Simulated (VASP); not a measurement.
# Ni (Pm-3m) in VASP: notebook

Ni is run at these levels: BLYP; tasks: single point.

All numbers are computed with VASP 6.6.1; they aren't measurements. Logs are shortened: lines on timing, memory, paths and dates and some standing lists are left out, and cuts for length are marked.

### 1 The cell of the first run

The structure is cubic, space group Pm-3m (No. 221). Conventional cell: a = 2.364 Å, b = 2.364 Å, c = 2.364 Å, α = 90.00°, β = 90.00°, γ = 90.00°. Within 3.1 Å of Ni (site symmetry m-3m) lie 6 Ni at 2.36 Å.

This isn't the form of Ni at room conditions, which is fcc.

### 2 Single point, BLYP, collinear spin, antiferromagnetic start

File INCAR:

```
PREC     = Accurate       # precision mode
ENCUT    = 520            # plane-wave cutoff, eV
EDIFF    = 1E-6           # SCF threshold, eV
ISMEAR   = -1             # smearing method
SIGMA    = 0.05           # smearing width, eV
LREAL    = F              # projectors in reciprocal space
LASPH    = T              # aspherical terms in the spheres
NELM     = 150            # most SCF steps
ALGO     = Normal         # electronic algorithm
ISIF     = 2              # what is computed and relaxed
LWAVE    = F              # write WAVECAR
LCHARG   = F              # write CHGCAR
ISPIN    = 2              # spin polarisation
MAGMOM   = 0.8 -0.8       # initial moments
LORBIT   = 11             # projections on sites
LMAXMIX  = 4              # l up to which the mixer works
GGA      = B5             # functional
ALDAX    = 1.0          
AGGAX    = 1.0          
AGGAC    = 1.0          
ALDAC    = 0.0          
NBANDS   = 21             # bands
```

File KPOINTS:

```
regular mesh
0
Gamma
  12 12 12
```

File POSCAR:

```
Ni
1.0
    0.0000000000      2.3641476893      2.3641476893
    2.3641476893      0.0000000000      2.3641476893
    2.3641476893      2.3641476893      0.0000000000
Ni
2
Direct
    0.0000000000      0.0000000000      0.0000000000
    0.5000000000      0.5000000000      0.5000000000
```

Potentials or basis: VASP PAW PBE potentials, release 64 (Ni).

The run is started by

```
cat potpaw_PBE.64/Ni/POTCAR > POTCAR
mpirun -np 1 vasp_std > vasp.out
```

OUTCAR:

```text
PREC = Accurate
   ENCUT = 520
   EDIFF = 1E-6
   ISMEAR = -1
   LREAL = F
   LASPH = T
   NELM = 150
   ISIF = 2
   ISPIN = 2
   LORBIT = 11
   GGA = B5

 ion  position               nearest neighbor table
   1  0.000  0.000  0.000-   2 2.36   2 2.36   2 2.36   2 2.36   2 2.36   2 2.36
   2  0.500  0.500  0.500-   1 2.36   1 2.36   1 2.36   1 2.36   1 2.36   1 2.36

  LATTYP: Found a face centered cubic cell.
 ALAT       =     4.7282953786

  Lattice vectors:

 A1 = (   0.0000000000,   2.3641476893,   2.3641476893)
 A2 = (   2.3641476893,   0.0000000000,   2.3641476893)
 A3 = (   2.3641476893,   2.3641476893,   0.0000000000)

Analysis of symmetry for initial positions (statically):
=====================================================================
 Subroutine PRICEL returns following result:

  LATTYP: Found a simple cubic cell.
 ALAT       =     2.3641476893

  Lattice vectors:

 A1 = (  -2.3641476893,   0.0000000000,   0.0000000000)
 A2 = (   0.0000000000,   0.0000000000,   2.3641476893)
 A3 = (   0.0000000000,   2.3641476893,   0.0000000000)

   2 primitive cells build up your supercell.

 Routine SETGRP: Setting up the symmetry group for a
 face centered cubic supercell.

 Subroutine GETGRP returns: Found 48 space group operations
 (whereof 48 operations were pure point group operations)
 out of a pool of 48 trial point group operations.

The static configuration has the point symmetry O_h .

Analysis of symmetry for dynamics (positions and initial velocities):
=====================================================================
 Subroutine PRICEL returns following result:

  LATTYP: Found a simple cubic cell.
 ALAT       =     2.3641476893

  Lattice vectors:

 A1 = (  -2.3641476893,   0.0000000000,   0.0000000000)
 A2 = (   0.0000000000,   0.0000000000,   2.3641476893)
 A3 = (   0.0000000000,   2.3641476893,   0.0000000000)

   2 primitive cells build up your supercell.

 Routine SETGRP: Setting up the symmetry group for a
 face centered cubic supercell.

 Subroutine GETGRP returns: Found 48 space group operations
 (whereof 48 operations were pure point group operations)
 out of a pool of 48 trial point group operations.

The dynamic configuration has the point symmetry O_h .

Analysis of structural, dynamic, and magnetic symmetry:
=====================================================================
 Subroutine PRICEL returns following result:

  LATTYP: Found a simple cubic cell.
 ALAT       =     2.3641476893

  Lattice vectors:

 A1 = (  -2.3641476893,   0.0000000000,   0.0000000000)
 A2 = (   0.0000000000,   0.0000000000,   2.3641476893)
 A3 = (   0.0000000000,   2.3641476893,   0.0000000000)

   2 primitive cells build up your supercell.

 Routine SETGRP: Setting up the symmetry group for a
 face centered cubic supercell.

 Subroutine GETGRP returns: Found 48 space group operations
 (whereof 48 operations were pure point group operations)
 out of a pool of 48 trial point group operations.

The overall configuration has the point symmetry O_h .

 Subroutine INISYM returns: Found 48 space group operations
 (whereof 48 operations are pure point group operations),
 and found     2 'primitive' translations

----------------------------------------------------------------------------------------

                                     Primitive cell

  volume of cell :      13.2137

  direct lattice vectors                    reciprocal lattice vectors
    -2.364147689  0.000000000  0.000000000    -0.422985419  0.000000000  0.000000000
     0.000000000  0.000000000  2.364147689     0.000000000  0.000000000  0.422985419
     0.000000000  2.364147689  0.000000000     0.000000000  0.422985419  0.000000000

  length of vectors
     2.364147689  2.364147689  2.364147689     0.422985419  0.422985419  0.422985419

  position of ions in fractional coordinates (direct lattice)
     0.000000000  0.000000000  0.000000000

  ion indices of the primitive-cell ions
   primitive index   ion index
                 1           1

----------------------------------------------------------------------------------------

 KPOINTS: regular mesh

Automatic generation of k-mesh.
 Grid dimensions read from file:
 generate k-points for:   12   12   12

 Generating k-lattice:

  Cartesian coordinates                     Fractional coordinates (reciprocal lattice)
    -0.017624392  0.017624392  0.017624392     0.083333333  0.000000000  0.000000000
     0.017624392 -0.017624392  0.017624392     0.000000000  0.083333333  0.000000000
     0.017624392  0.017624392 -0.017624392     0.000000000  0.000000000  0.083333333

  Length of vectors
     0.030526343  0.030526343  0.030526343

  Shift w.r.t. Gamma in fractional coordinates (k-lattice)
     0.000000000  0.000000000  0.000000000

 Subroutine IBZKPT returns following result:
 ===========================================

 Found     72 irreducible k-points:

 Following reciprocal coordinates:
            Coordinates               Weight
  0.000000  0.000000  0.000000      1.000000
  0.083333  0.000000  0.000000      8.000000
  0.166667  0.000000  0.000000      8.000000
  0.250000  0.000000  0.000000      8.000000
  0.333333  0.000000  0.000000      8.000000
  0.416667  0.000000  0.000000      8.000000
[... 16 lines left out ...]
  0.500000  0.166667  0.000000     24.000000
 -0.416667  0.166667  0.000000     24.000000
 [... further k-points ...]
   k-points           NKPTS =     72   k-points in BZ     NKDIM =     72   number of bands    NBANDS=     21
   number of dos      NEDOS =    301   number of ions     NIONS =      2
   total plane-waves  NPLWV =  21952
   dimension x,y,z NGX =    28 NGY =   28 NGZ =   28
   dimension x,y,z NGXF=    56 NGYF=   56 NGZF=   56
   ions per type =               2
   NGX,Y,Z   is equivalent  to a cutoff of  13.92, 13.92, 13.92 a.u.
   NGXF,Y,Z  is equivalent  to a cutoff of  27.85, 27.85, 27.85 a.u.
 SYSTEM =  unknown system
   PREC   = accura    normal or accurate (medium, high low for compatibility)
   ISTART =      0    job   : 0-new  1-cont  2-samecut
   ICHARG =      2    charge: 1-file 2-atom 10-const
   ISPIN  =      2    spin polarized calculation?
   LNONCOLLINEAR =      F non collinear calculations
   LSORBIT =      F    spin-orbit coupling
   LASPH  =      T    aspherical Exc in radial PAW
   ENCUT  =  520.0 eV  38.22 Ry    6.18 a.u.   6.22  6.22  6.22*2*pi/ulx,y,z
   NELM   =    150;   NELMIN=  2; NELMDL= -5     # of ELM steps
   EDIFF  = 0.1E-05   stopping-criterion for ELM
   LREAL  =      F    real-space projection
   EDIFFG = 0.1E-04   stopping-criterion for IOM
   NSW    =      0    number of steps for IOM
   IBRION =     -1    ionic relax: 0-MD 1-quasi-New 2-CG
   NFREE  =      0    steps in history (QN), initial steepest desc. (CG)
   ISIF   =      2    stress and relaxation
   ISYM   =      2    0-nonsym 1-usesym 2-fastsym
   POTIM  = 0.5000    time-step for ionic-motion
   TEBEG  =    0.0;   TEEND  =   0.0 temperature during run
   PSTRESS=    0.0 pullay stress
   NELECT =      20.0000    total number of electrons
   NUPDOWN=      -1.0000    fix difference up-down
   EMIN   =  10.00;   EMAX   =-10.00  energy-range for DOS
   EFERMI =   0.00;   METHOD = LEGACY
   ISMEAR =    -1;   SIGMA  =   0.05  broadening in eV -4-tet -1-fermi 0-gaus
   EFERMI_NEDOS =   21; number of points for ismear=-14 and -15
   IALGO  =     38    algorithm
   IMIX   =      4    mixing-type and parameters
     AMIX     =   0.40;   BMIX     =  1.00
     AMIX_MAG =   1.60;   BMIX_MAG =  1.00
  volume/ion in A,a.u.               =      13.21        89.17
  Fermi-wavevector in a.u.,A,eV,Ry     =   1.491879  2.819242 30.282521  2.225703
  Thomas-Fermi vector in A             =   2.604478
   LORBIT       =     11    0 simple, 1 ext, 2 COOP (PROOUT), +10 PAW based schemes
   GGA     = B5    functional components
   LHFCALC =     F    Hartree Fock is set to
   AEXX    =    0.0000 exact exchange contribution
   IVDW    =     0    specifies the selected vdW correction
   LEPSILON=     F    determine dielectric tensor
   LRPA    =     F    only Hartree local field effects (RPA)
 spin polarized calculation
  energy-cutoff  :      520.00
  volume of cell :       26.43
 maximum number of plane-waves:       725
 NGX is ok and might be reduce to    28
   NGX = 13   NGY = 13   NGZ = 13

 number of electron      20.0000010 magnetization      -0.0000000

 number of electron      20.0000010 magnetization       0.0000000

 Free energy of the ion-electron system (eV)
  ---------------------------------------------------
  ext. energy  EPLUGINS =         0.00000000
  ---------------------------------------------------
  free energy    TOTEN  =        -8.14942878 eV

  energy without entropy =       -8.10543942  energy(sigma->0) =       -8.12743410

 E-fermi :   7.2359     XC(G=0): -11.4395

 val. band max:        7.2285273158   @ k =  -0.0833   0.0833   0.0000
 cond. band min:       7.2362390440   @ k =   0.2500   0.1667   0.0833
 fundamental gap:      0.0077117282
 Fermi energy:         7.2358679968

 spin component 1

 k-point     1 :       0.0000    0.0000    0.0000
  band No.  band energies     occupation
      1      -0.2032      1.00000
      2       4.1877      1.00000
      3       4.1877      1.00000
      4       4.5337      1.00000
      5       4.5337      1.00000
      6       4.5337      1.00000
[... 550 lines left out ...]
      5       5.5367      1.00000
      6       5.8794      1.00000
[... 13 lines left out ...]
     20      29.7581      0.00000
     21      31.2254      0.00000

 [... further k-points ...]

 spin component 2

 k-point     1 :       0.0000    0.0000    0.0000
  band No.  band energies     occupation
      1      -0.2032      1.00000
      2       4.1877      1.00000
      3       4.1877      1.00000
      4       4.5337      1.00000
      5       4.5337      1.00000
      6       4.5337      1.00000
[... 550 lines left out ...]
      5       5.5367      1.00000
      6       5.8794      1.00000
[... 13 lines left out ...]
     20      29.7581      0.00000
     21      31.2254      0.00000

 [... further k-points ...]

------------------------ aborting loop because EDIFF is reached ----------------------------------------

  FORCE on cell =-STRESS in cart. coord.  units (eV):
  Direction    XX          YY          ZZ          XY          YZ          ZX
  --------------------------------------------------------------------------------------
  -------------------------------------------------------------------------------------
  Total        0.0090305      0.0090305      0.0090305      0.0000000      0.0000000     -0.0000000
  in kB        0.5474788      0.5474788      0.5474788      0.0000000      0.0000000     -0.0000000
  external PRESSURE =       0.5474788 kB  Pullay stress =       0.0000000 kB

 VOLUME and BASIS-vectors are now :
 -----------------------------------------------------------------------------
  energy-cutoff  :      520.00
  volume of cell :       26.43
      direct lattice vectors                 reciprocal lattice vectors
     0.000000000  2.364147689  2.364147689    -0.211492709  0.211492709  0.211492709
     2.364147689  0.000000000  2.364147689     0.211492709 -0.211492709  0.211492709
     2.364147689  2.364147689  0.000000000     0.211492709  0.211492709 -0.211492709

 POSITION                                       TOTAL-FORCE (eV/Angst)
 -----------------------------------------------------------------------------------
      0.00000      0.00000      0.00000        -0.000000      0.000000      0.000000
      2.36415      2.36415      2.36415         0.000000     -0.000000     -0.000000
 -----------------------------------------------------------------------------------
    total drift:                                0.000000      0.000000      0.000000

  FREE ENERGIE OF THE ION-ELECTRON SYSTEM (eV)
  ---------------------------------------------------
  free  energy   TOTEN  =        -8.1494287836 eV

  energy  without entropy=       -8.1054394248  energy(sigma->0) =       -8.12743410

 total charge

# of ion       s       p       d       tot
------------------------------------------
    1        0.497   0.342   8.398   9.236
    2        0.497   0.342   8.398   9.236
--------------------------------------------------
tot          0.993   0.684  16.796  18.472

 magnetization (x)

# of ion       s       p       d       tot
------------------------------------------
    1        0.000   0.000  -0.000  -0.000
    2       -0.000  -0.000   0.000   0.000
--------------------------------------------------
tot          0.000   0.000   0.000   0.000
```

Wall time 76 s (1 thread of Intel Xeon 8259CL, shared host); peak memory 0.21 GiB.

Results:

* Free energy: -8.1494 eV
* Pressure: 0.1 GPa
* Band gap on the k mesh: zero (filled and empty bands overlap)
* Net moment: 0.00 μB per cell
* Valence electrons inside the program's atomic spheres: Ni 9.24

Levels at points of the mesh, in eV from the Fermi level:
Spin up:
```
           k point  band 7  band 8  band 9  band 10  band 11  band 12  band 13  band 14
(0.00, 0.00, 0.00)    0.05    0.05    0.05     0.80     0.80    11.40    11.40    11.40
(0.50, 0.00, 0.00)   -0.97   -0.97   -0.97    -0.97     0.22     0.22    12.61    12.61
(0.50, 0.50, 0.00)   -0.74   -0.74   -0.54     0.13     0.74     3.67     5.28     5.28
```
Spin down:
| k point | band 6 | band 7 | band 8 | band 9 | band 10 | band 11 | band 12 | band 13 | band 14 | band 15 |
| --- | --- | --- | --- | --- | --- | --- | --- | --- | --- | --- |
| (0.00, 0.00, 0.00) | -2.70 | 0.05 | 0.05 | 0.05 | 0.80 | 0.80 | 11.40 | 11.40 | 11.40 | 14.40 |
| (0.50, 0.00, 0.00) | -1.71 | -0.97 | -0.97 | -0.97 | -0.97 | 0.22 | 0.22 | 12.61 | 12.61 | 12.61 |
| (0.50, 0.50, 0.00) | -0.93 | -0.74 | -0.74 | -0.54 | 0.13 | 0.74 | 3.67 | 5.28 | 5.28 | 10.73 |

Caveat: the moments typed at the start vanished in this run; the PAW data sets were made with another functional, which shifts forces and pressure a little.

### 3 Single point, BLYP, collinear spin, ferromagnetic start (11.63 Å³/atom)

This run uses another cell than the first one, of 11.63 Å³/atom.

File INCAR:

```
SYSTEM = Ni
PREC = Accurate
ENCUT = 520
EDIFF = 1E-6
ISMEAR = -1
SIGMA = 0.05
LREAL = .FALSE.
LASPH = .TRUE.
NELM = 150
ALGO = Normal
ISIF = 2
LWAVE = .FALSE.
LCHARG = .TRUE.
ISPIN = 2
MAGMOM = -0.533 -0.533
LORBIT = 11
LMAXMIX = 4
GGA = B5
ALDAX = 1.0
AGGAX = 1.0
AGGAC = 1.0
ALDAC = 0.0
LELF = .TRUE.
LVHAR = .TRUE.
NBANDS = 21
```

File KPOINTS:

```
regular mesh
0
G
  13 13 13
  0 0 0
```

File POSCAR:

```
Ni
1.0
    0.0000000000      2.2655248367      2.2655248367
    2.2655248367      0.0000000000      2.2655248367
    2.2655248367      2.2655248367      0.0000000000
Ni
2
Direct
    0.0000000000      0.0000000000      0.0000000000
    0.5000000000      0.5000000000      0.5000000000
```

Potentials or basis: VASP PAW PBE potentials, release 64 (Ni).

The run is started by

```
cat potpaw_PBE.64/Ni/POTCAR > POTCAR
mpirun -np 1 vasp_std > vasp.out
```

It took 55 s on 1 thread of Intel Xeon 8259CL, shared host; peak memory 0.18 GiB.

Results (log left out):

- Free energy: -7.9696 eV
- Pressure: 22.3 GPa
- Net moment: -0.84 μB per cell
- Site moments: Ni -0.42 μB
- Valence electrons inside the program's atomic spheres: Ni 9.42

Levels at points of the mesh, in eV from the Fermi level:
Spin up:
```csv
k point,band 6,band 7,band 8,band 9,band 10,band 11,band 12,band 13
"(0.00, 0.00, 0.00)",-3.15,0.26,0.26,0.26,1.10,1.10,12.58,12.58
```
Spin down:
| k point | band 6 | band 7 | band 8 | band 9 | band 10 | band 11 | band 12 | band 13 | band 14 | band 15 |
| --- | --- | --- | --- | --- | --- | --- | --- | --- | --- | --- |
| (0.00, 0.00, 0.00) | -3.54 | -0.26 | -0.26 | -0.26 | 0.70 | 0.70 | 12.50 | 12.50 | 12.50 | 14.71 |

Caveat: the cell stands under pressure; the PAW data sets were made with another functional, which shifts forces and pressure a little.

### 4 Single point, BLYP, collinear spin, ferromagnetic start (12.16 Å³/atom)

This run uses another cell than the first one, of 12.16 Å³/atom.

File INCAR:

```
AGGAC = 1.0
AGGAX = 1.0
ALDAC = 0.0
ALDAX = 1.0
ALGO = Normal
EDIFF = 1E-6
ENCUT = 520
GGA = B5
ISIF = 2
ISMEAR = -1
ISPIN = 2
LASPH = T
LCHARG = T
LELF = T
LMAXMIX = 4
LORBIT = 11
LREAL = F
LVHAR = T
LWAVE = F
MAGMOM = -0.533 -0.533
NBANDS = 21
NELM = 150
PREC = Accurate
SIGMA = 0.05
```

File KPOINTS:

```
k-points
0
Gamma
  13 13 13
```

File POSCAR:

```
Ni
1.0
    0.0000000000      2.2993436262      2.2993436262
    2.2993436262      0.0000000000      2.2993436262
    2.2993436262      2.2993436262      0.0000000000
Ni
2
Direct
    0.0000000000      0.0000000000      0.0000000000
    0.5000000000      0.5000000000      0.5000000000
```

The run is started by

```
cat potpaw_PBE.64/Ni/POTCAR > POTCAR
mpirun -np 1 vasp_std > vasp.out
```

It took 51 s on 1 thread of Intel Xeon 8259CL, shared host; peak memory 0.19 GiB.

The run converged. Its results:

- Free energy: -8.0865 eV
- Pressure: 13.4 GPa
- Net moment: -0.90 μB per cell
- Site moments: Ni -0.45 μB
- Valence electrons inside the program's atomic spheres: Ni 9.35

Levels at points of the mesh, in eV from the Fermi level:
Spin up:
| k point | band 7 | band 8 | band 9 | band 10 | band 11 | band 12 |
| --- | --- | --- | --- | --- | --- | --- |
| (0.00, 0.00, 0.00) | 0.25 | 0.25 | 0.25 | 1.04 | 1.04 | 12.14 |
Spin down:
```
           k point  band 6  band 7  band 8  band 9  band 10  band 11  band 12  band 13  band 14  band 15
(0.00, 0.00, 0.00)   -3.35   -0.29   -0.29   -0.29     0.60     0.60    12.06    12.06    12.06    14.60
```

Caveat: the cell stands under pressure; the PAW data sets were made with another functional, which shifts forces and pressure a little.

(Part 1 of 2 ends here.)

The gap in the log of VASP goes by the Fermi energy; the results here count the filled bands.